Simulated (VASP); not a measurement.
# Si4Cl in VASP: a series of runs

The runs below take Si4Cl through single point, with PBE+D3(BJ).

Program: VASP 6.6.1. These are calculated values, not measurements. Logs are shortened: lines on timing, memory, paths and dates and some standing lists are left out, and cuts for length are marked.

**1. The cell of the first run**

The cell holds a slab with vacuum, 20 atoms: a = 7.667 Å, b = 5.422 Å, c = 23.444 Å, α = 90.00°, β = 90.00°, γ = 90.00°.

**2. Single point, PBE+D3(BJ)**

INCAR reads:

```
SYSTEM = Si4Cl
ALGO     = Normal         ! electronic algorithm
DIPOL    = 0.5 0.5 0.493
EDIFF    = 1E-6           ! SCF threshold, eV
ENCUT    = 520            ! plane-wave cutoff, eV
GGA      = PE             ! functional
IDIPOL   = 3            
ISIF     = 2              ! what is computed and relaxed
ISMEAR   = 0              ! smearing method
IVDW     = 12             ! dispersion correction
LASPH    = .True.         ! aspherical terms in the spheres
LCHARG   = .False.        ! write CHGCAR
LDIPOL   = .True.       
LREAL    = Auto         
LWAVE    = .False.        ! write WAVECAR
NBANDS   = 62             ! bands
NELM     = 60             ! most SCF steps
PREC     = Accurate       ! precision mode
SIGMA    = 0.05           ! smearing width, eV
```

KPOINTS reads:

```
k-points
0
Gamma
  2 3 1
  0 0 0
```

POSCAR reads:

```
Si4Cl
1.0
    7.6671877233      0.0000000000      0.0000000000
    0.0000000000      5.4215204318      0.0000000000
    0.0000000000      0.0000000000     23.4442129496
Si Cl
16 4
Direct
    0.2500000000      0.0000000000      0.4134846488
    0.7500000000      0.0000000000      0.4134846488
    0.5000000000      0.2500000000      0.4134846488
    0.0000000000      0.2500000000      0.4134846488
    0.5000000000      0.5000000000      0.4952445669
    0.0000000000      0.5000000000      0.4952445669
    0.7500000000      0.7500000000      0.4952445669
    0.2500000000      0.7500000000      0.4952445669
    0.7500000000      0.0091308449      0.5750064736
    0.2500000000      0.0091308449      0.5750064736
    0.0000000000      0.2408691551      0.5750064736
    0.5000000000      0.2408691551      0.5750064736
    0.0000000000      0.5157718464      0.6485963292
    0.5000000000      0.5157718464      0.6485963292
    0.2500000000      0.7342281536      0.6485963292
    0.7500000000      0.7342281536      0.6485963292
    0.2500000000      0.8573714030      0.3323298459
    0.7500000000      0.8573714030      0.3323298459
    0.5000000000      0.3926285970      0.3323298459
    0.0000000000      0.3926285970      0.3323298459
```

Potentials or basis: VASP PAW PBE potentials, release 64 (Si, Cl).

The run is started by

```sh
$ cat potpaw_PBE.64/Si/POTCAR potpaw_PBE.64/Cl/POTCAR > POTCAR
$ mpirun -np 1 vasp_std > vasp.out
```

OUTCAR:

```text
SYSTEM = Si4Cl
   EDIFF = 1E-6
   ENCUT = 520
   GGA = PE
   ISIF = 2
   ISMEAR = 0
   IVDW = 12
   LASPH = .True.
   LREAL = Auto
   NELM = 60
   PREC = Accurate
 IVDW          = 12

 ion  position               nearest neighbor table
   1  0.250  0.000  0.413-  17 2.05   8 2.35   3 2.35   4 2.35
   2  0.750  0.000  0.413-  18 2.05   7 2.35   3 2.35   4 2.35
   3  0.500  0.250  0.413-  19 2.05   5 2.35   1 2.35   2 2.35
   4  0.000  0.250  0.413-  20 2.05   6 2.35   1 2.35   2 2.35
   5  0.500  0.500  0.495-  12 2.34   3 2.35   8 2.35   7 2.35
   6  0.000  0.500  0.495-  11 2.34   4 2.35   8 2.35   7 2.35
   7  0.750  0.750  0.495-   9 2.34   2 2.35   6 2.35   5 2.35
   8  0.250  0.750  0.495-  10 2.34   1 2.35   6 2.35   5 2.35
   9  0.750  0.009  0.575-  16 2.28  12 2.29  11 2.29   7 2.34
  10  0.250  0.009  0.575-  15 2.28  12 2.29  11 2.29   8 2.34
  11  0.000  0.241  0.575-  13 2.28  10 2.29   9 2.29   6 2.34
  12  0.500  0.241  0.575-  14 2.28  10 2.29   9 2.29   5 2.34
  13  0.000  0.516  0.649-  15 2.25  16 2.25  11 2.28
  14  0.500  0.516  0.649-  15 2.25  16 2.25  12 2.28
  15  0.250  0.734  0.649-  13 2.25  14 2.25  10 2.28
  16  0.750  0.734  0.649-  13 2.25  14 2.25   9 2.28
  17  0.250  0.857  0.332-   1 2.05
[... 11 lines left out ...]
 A1 = (   0.0000000000,  -5.4215204318,   0.0000000000)
 A2 = (   7.6671877233,   0.0000000000,   0.0000000000)
 A3 = (   0.0000000000,   0.0000000000,  23.4442129496)

Analysis of symmetry for initial positions (statically):
=====================================================================
 Subroutine PRICEL returns following result:

  LATTYP: Found a simple orthorhombic cell.
 ALAT       =     3.8335938616
 B/A-ratio  =     1.4142135624
 C/A-ratio  =     6.1154660081

  Lattice vectors:

 A1 = (   3.8335938616,   0.0000000000,   0.0000000000)
 A2 = (   0.0000000000,   5.4215204318,   0.0000000000)
 A3 = (   0.0000000000,   0.0000000000,  23.4442129496)

   2 primitive cells build up your supercell.

 Routine SETGRP: Setting up the symmetry group for a
 simple orthorhombic supercell.

 Subroutine GETGRP returns: Found  4 space group operations
 (whereof  2 operations were pure point group operations)
 out of a pool of  8 trial point group operations.

The static configuration has the point symmetry C_1h.
 The point group associated with its full space group is C_2v.

Analysis of symmetry for dynamics (positions and initial velocities):
=====================================================================
 Subroutine PRICEL returns following result:

  LATTYP: Found a simple orthorhombic cell.
 ALAT       =     3.8335938616
 B/A-ratio  =     1.4142135624
 C/A-ratio  =     6.1154660081

  Lattice vectors:

 A1 = (   3.8335938616,   0.0000000000,   0.0000000000)
 A2 = (   0.0000000000,   5.4215204318,   0.0000000000)
 A3 = (   0.0000000000,   0.0000000000,  23.4442129496)

   2 primitive cells build up your supercell.

 Routine SETGRP: Setting up the symmetry group for a
 simple orthorhombic supercell.

 Subroutine GETGRP returns: Found  4 space group operations
 (whereof  2 operations were pure point group operations)
 out of a pool of  8 trial point group operations.

The dynamic configuration has the point symmetry C_1h.
 The point group associated with its full space group is C_2v.

 Subroutine INISYM returns: Found  4 space group operations
 (whereof  2 operations are pure point group operations),
 and found     2 'primitive' translations

----------------------------------------------------------------------------------------

                                     Primitive cell

  volume of cell :     487.2624

  direct lattice vectors                    reciprocal lattice vectors
     3.833593862  0.000000000  0.000000000     0.260851837  0.000000000  0.000000000
     0.000000000  5.421520432  0.000000000     0.000000000  0.184450103  0.000000000
     0.000000000  0.000000000 23.444212950     0.000000000  0.000000000  0.042654450

  length of vectors
     3.833593862  5.421520432 23.444212950     0.260851837  0.184450103  0.042654450

  position of ions in fractional coordinates (direct lattice)
     0.500000000  0.000000000  0.413484649
     0.000000000  0.250000000  0.413484649
     0.000000000  0.500000000  0.495244567
     0.500000000  0.750000000  0.495244567
     0.500000000  0.009130845  0.575006474
     0.000000000  0.240869155  0.575006474
     0.000000000  0.515771846  0.648596329
     0.500000000  0.734228154  0.648596329
     0.500000000  0.857371403  0.332329846
     0.000000000  0.392628597  0.332329846

  ion indices of the primitive-cell ions
   primitive index   ion index
                 1           1
                 2           3
                 3           5
                 4           8
                 5          10
                 6          11
                 7          13
                 8          15
                 9          17
                10          19

----------------------------------------------------------------------------------------

 KPOINTS: k-points

Automatic generation of k-mesh.
 Grid dimensions read from file:
 generate k-points for:    2    3    1

 Generating k-lattice:

  Cartesian coordinates                     Fractional coordinates (reciprocal lattice)
     0.065212959  0.000000000  0.000000000     0.500000000  0.000000000  0.000000000
     0.000000000  0.061483368  0.000000000     0.000000000  0.333333333  0.000000000
     0.000000000  0.000000000  0.042654450     0.000000000  0.000000000  1.000000000

  Length of vectors
     0.065212959  0.061483368  0.042654450

  Shift w.r.t. Gamma in fractional coordinates (k-lattice)
     0.000000000  0.000000000  0.000000000

 Subroutine IBZKPT returns following result:
 ===========================================

 Found      4 irreducible k-points:

 Following reciprocal coordinates:
            Coordinates               Weight
  0.000000  0.000000  0.000000      1.000000
  0.500000  0.000000  0.000000      1.000000
  0.000000  0.333333  0.000000      2.000000
  0.500000  0.333333  0.000000      2.000000
   k-points           NKPTS =      4   k-points in BZ     NKDIM =      4   number of bands    NBANDS=     62
   number of dos      NEDOS =    301   number of ions     NIONS =     20
   total plane-waves  NPLWV = 432000
   dimension x,y,z NGX =    60 NGY =   40 NGZ =  180
   dimension x,y,z NGXF=   120 NGYF=   80 NGZF=  360
   ions per type =              16   4
   NGX,Y,Z   is equivalent  to a cutoff of  13.01, 12.27, 12.76 a.u.
   NGXF,Y,Z  is equivalent  to a cutoff of  26.02, 24.53, 25.53 a.u.
 SYSTEM =  Si4Cl
   PREC   = accura    normal or accurate (medium, high low for compatibility)
   ISTART =      0    job   : 0-new  1-cont  2-samecut
   ICHARG =      2    charge: 1-file 2-atom 10-const
   ISPIN  =      1    spin polarized calculation?
   LNONCOLLINEAR =      F non collinear calculations
   LSORBIT =      F    spin-orbit coupling
   LASPH  =      T    aspherical Exc in radial PAW
   ENCUT  =  520.0 eV  38.22 Ry    6.18 a.u.  14.26 10.08 43.59*2*pi/ulx,y,z
   NELM   =     60;   NELMIN=  2; NELMDL= -5     # of ELM steps
   EDIFF  = 0.1E-05   stopping-criterion for ELM
   LREAL  =      T    real-space projection
   EDIFFG = 0.1E-04   stopping-criterion for IOM
   NSW    =      0    number of steps for IOM
   IBRION =     -1    ionic relax: 0-MD 1-quasi-New 2-CG
   NFREE  =      0    steps in history (QN), initial steepest desc. (CG)
   ISIF   =      2    stress and relaxation
   ISYM   =      2    0-nonsym 1-usesym 2-fastsym
   POTIM  = 0.5000    time-step for ionic-motion
   TEBEG  =    0.0;   TEEND  =   0.0 temperature during run
   PSTRESS=    0.0 pullay stress
   NELECT =      92.0000    total number of electrons
   NUPDOWN=      -1.0000    fix difference up-down
   EMIN   =  10.00;   EMAX   =-10.00  energy-range for DOS
   EFERMI =   0.00;   METHOD = LEGACY
   ISMEAR =     0;   SIGMA  =   0.05  broadening in eV -4-tet -1-fermi 0-gaus
   EFERMI_NEDOS =   21; number of points for ismear=-14 and -15
   IALGO  =     38    algorithm
   IMIX   =      4    mixing-type and parameters
     AMIX     =   0.40;   BMIX     =  1.00
     AMIX_MAG =   1.60;   BMIX_MAG =  1.00
  volume/ion in A,a.u.               =      48.73       328.82
  Fermi-wavevector in a.u.,A,eV,Ry     =   0.745429  1.408657  7.560280  0.555665
  Thomas-Fermi vector in A             =   1.841014
   LORBIT       =      0    0 simple, 1 ext, 2 COOP (PROOUT), +10 PAW based schemes
   GGA     = PE    functional components
   LHFCALC =     F    Hartree Fock is set to
   AEXX    =    0.0000 exact exchange contribution
   IVDW    =    12    specifies the selected vdW correction
   LEPSILON=     F    determine dielectric tensor
   LRPA    =     F    only Hartree local field effects (RPA)
 non-spin polarized calculation
 Gauss-broadening in eV      SIGMA  =   0.05
  energy-cutoff  :      520.00
  volume of cell :      974.52
 maximum number of plane-waves:     26274
 NGX is ok and might be reduce to    60
   NGX = 29   NGY = 21   NGZ = 87

 number of electron      92.0000003 magnetization

 dipolmoment           0.000000      0.000000     -0.181572 electrons x Angstroem

 Free energy of the ion-electron system (eV)
  ---------------------------------------------------
  ext. energy  EPLUGINS =         0.00000000
  ---------------------------------------------------
  free energy    TOTEN  =       -93.57729050 eV

  energy without entropy =      -93.56156896  energy(sigma->0) =      -93.56942973

 E-fermi :  -0.8791     XC(G=0):  -4.4693

 val. band max:       -0.9643260241   @ k =   0.0000   0.3333   0.0000
 cond. band min:      -0.8557034929   @ k =   0.0000   0.3333   0.0000
 fundamental gap:      0.1086225313
 Fermi energy:        -0.8790504852

 k-point     1 :       0.0000    0.0000    0.0000
  band No.  band energies     occupation
      1     -17.0153      2.00000
      2     -16.4940      2.00000
      3     -16.4940      2.00000
      4     -16.1725      2.00000
      5     -12.6629      2.00000
      6     -11.3639      2.00000
[... 233 lines left out ...]
     57       2.6904      0.00000
     58       2.6904      0.00000
 [bands above 58 left out]

------------------------ aborting loop because EDIFF is reached ----------------------------------------

 vacuum level on the upper side and lower side of the slab       (xc-potential included)        -0.747         0.033

 Edisp (eV)   -5.03409

 E8    (eV) :    -2.1086

  FORCE on cell =-STRESS in cart. coord.  units (eV):
  Direction    XX          YY          ZZ          XY          YZ          ZX
  --------------------------------------------------------------------------------------
  -------------------------------------------------------------------------------------
  Total       8.54596    13.86763    -1.60816     0.00000     0.00000     0.00000
  in kB      14.05008    22.79921    -2.64390     0.00000     0.00000     0.00000
  external pressure =       11.40 kB  Pullay stress =        0.00 kB

 VOLUME and BASIS-vectors are now :
 -----------------------------------------------------------------------------
  energy-cutoff  :      520.00
  volume of cell :      974.52
      direct lattice vectors                 reciprocal lattice vectors
     7.667187723  0.000000000  0.000000000     0.130425918  0.000000000  0.000000000
     0.000000000  5.421520432  0.000000000     0.000000000  0.184450103  0.000000000
     0.000000000  0.000000000 23.444212950     0.000000000  0.000000000  0.042654450

 POSITION                                       TOTAL-FORCE (eV/Angst)
 -----------------------------------------------------------------------------------
      1.91680      0.00000      9.69382         0.000000      0.535721      0.106257
      5.75039      0.00000      9.69382         0.000000      0.535721      0.106257
      3.83359      1.35538      9.69382         0.000000     -0.535721      0.106257
      0.00000      1.35538      9.69382        -0.000000     -0.535721      0.106257
      3.83359      2.71076     11.61062         0.000000      0.380396     -0.149445
      0.00000      2.71076     11.61062         0.000000      0.380396     -0.149445
[... 12 lines left out ...]
      3.83359      2.12864      7.79121        -0.000000     -0.022895      0.046128
      0.00000      2.12864      7.79121         0.000000     -0.022895      0.046128
 -----------------------------------------------------------------------------------
    total drift:                                0.000000      0.000000     -0.028206

  FREE ENERGIE OF THE ION-ELECTRON SYSTEM (eV)
  ---------------------------------------------------
  free  energy   TOTEN  =       -98.6113765121 eV

  energy  without entropy=      -98.5956549688  energy(sigma->0) =      -98.60351574

 vacuum level on the upper side and lower side of the slab         3.563         4.381
```

Wall time 15 min (1 thread of Oxide Virtual Turin-like, shared host); peak memory 0.81 GiB.

What came out:

* Free energy: -98.6114 eV
* Largest force: 0.546 eV/Å
* Band gap on the k mesh: zero (band 46 reaches -0.86 eV, above the bottom of band 47 at -0.98 eV)
* Dispersion energy per atom: -0.252 eV

Forces on the atoms (eV/Å):
```
Si   0.000  0.536  0.106
Si   0.000  0.536  0.106
Si   0.000 -0.536  0.106
Si   0.000 -0.536  0.106
Si   0.000  0.380 -0.149
Si   0.000  0.380 -0.149
Si   0.000 -0.380 -0.149
Si   0.000 -0.380 -0.149
Si   0.000 -0.003 -0.005
Si   0.000 -0.003 -0.005
Si   0.000  0.003 -0.005
Si   0.000  0.003 -0.005
Si   0.000  0.006  0.002
Si   0.000  0.006  0.002
Si   0.000 -0.006  0.002
Si   0.000 -0.006  0.002
Cl   0.000  0.023  0.046
Cl   0.000  0.023  0.046
Cl   0.000 -0.023  0.046
Cl   0.000 -0.023  0.046
```

Levels at points of the mesh, in eV from the Fermi level:
| k point | band 44 | band 45 | band 46 | band 47 | band 48 | band 49 |
| --- | --- | --- | --- | --- | --- | --- |
| (0.00, 0.00, 0.00) | -0.29 | -0.29 | -0.11 | -0.10 | 0.80 | 1.03 |
| (0.50, 0.00, 0.00) | -1.32 | -0.62 | -0.62 | 0.88 | 0.88 | 1.69 |

Caveat: the k points lie up to 0.41 Å⁻¹ apart.

**3. Single point, PBE+D3(BJ)**

This run uses another cell than the first one, of 52.88 Å³/atom, 1.085 times its volume.

INCAR reads:

```
SYSTEM = Si4Cl
  PREC = Accurate
  ENCUT = 520
  EDIFF = 1E-6
  ISMEAR = 0
  SIGMA = 0.05
  LREAL = Auto
  LASPH = .TRUE.
  NELM = 100
  ALGO = Normal
  ISIF = 2
  LWAVE = .FALSE.
  LCHARG = .FALSE.
  LDIPOL = .TRUE.
  IDIPOL = 3
  DIPOL = 0.5 0.5 0.455
  GGA = PE
  IVDW = 12
  NBANDS = 62
```

KPOINTS reads:

```
Automatic mesh
0
G
  2 3 1
  0 0 0
```

POSCAR reads:

```
Si4Cl
1.0
    7.6671877233      0.0000000000      0.0000000000
    0.0000000000      5.4215204318      0.0000000000
    0.0000000000      0.0000000000     25.4442129496
Si Cl
16 4
Direct
    0.2500000000      0.0000000000      0.3809833763
    0.7500000000      0.0000000000      0.3809833763
    0.5000000000      0.2500000000      0.3809833763
    0.0000000000      0.2500000000      0.3809833763
    0.5000000000      0.5000000000      0.4563166922
    0.0000000000      0.5000000000      0.4563166922
    0.7500000000      0.7500000000      0.4563166922
    0.2500000000      0.7500000000      0.4563166922
    0.7516397381      0.0041700136      0.5307351793
    0.2483602619      0.0041700136      0.5307351793
    0.0000000000      0.2505136246      0.5304883639
    0.5000000000      0.2414544282      0.5309159961
    0.0000000000      0.4987255144      0.6059989498
    0.5000000000      0.5125713327      0.6015622564
    0.2499089150      0.7407234317      0.6025487318
    0.7500910850      0.7407234317      0.6025487318
    0.2506971033      0.8609723925      0.3058566855
    0.7493028967      0.8609723925      0.3058566855
    0.5000000000      0.3952267265      0.3064628601
    0.0000000000      0.3975064503      0.3067987845
```

Potentials or basis: VASP PAW PBE potentials, release 64 (Si, Cl).

The run is started by

```sh
$ cat potpaw_PBE.64/Si/POTCAR potpaw_PBE.64/Cl/POTCAR > POTCAR
$ mpirun -np 1 vasp_std > vasp.out
```

It took 18 min on 1 thread of Oxide Virtual Turin-like, shared host; peak memory 0.87 GiB.

The run converged. Its results:

```yaml
Free_energy: -98.5305 eV
Largest_force: 0.550 eV/Å
Band_gap_on_the_k_mesh: zero (band 46 reaches -1.25 eV, above the bottom of band 47 at -1.32 eV)
Dispersion_energy_per_atom: -0.249 eV
```

Forces in eV/Å, atoms in the order of the input:
```
Si   0.008  0.541  0.098
Si  -0.008  0.541  0.098
Si   0.000 -0.526  0.132
Si   0.000 -0.474  0.193
Si   0.000  0.304 -0.005
Si   0.000  0.339 -0.283
Si  -0.010 -0.360 -0.154
Si   0.010 -0.360 -0.154
Si  -0.012  0.148  0.103
Si   0.012  0.148  0.103
Si   0.000 -0.040  0.249
Si   0.000 -0.020  0.030
Si   0.000  0.300 -0.013
Si   0.000  0.352 -0.180
Si  -0.294 -0.433 -0.166
Si   0.294 -0.433 -0.166
Cl  -0.004  0.023  0.040
Cl   0.004  0.023  0.040
Cl   0.000 -0.022  0.049
Cl   0.000 -0.048 -0.016
```

Levels at points of the mesh, in eV from the Fermi level:
| k point | band 42 | band 43 | band 44 | band 45 | band 46 | band 47 | band 48 | band 49 | band 50 | band 51 |
| --- | --- | --- | --- | --- | --- | --- | --- | --- | --- | --- |
| (0.00, 0.00, 0.00) | -1.36 | -0.59 | -0.23 | -0.22 | -0.12 | -0.07 | 0.82 | 0.98 | 1.71 | 1.73 |
| (0.50, 0.00, 0.00) | -1.43 | -1.34 | -1.33 | -0.54 | -0.52 | 0.71 | 0.79 | 1.62 | 1.63 | 1.88 |

Caveat: the k points lie up to 0.41 Å⁻¹ apart.
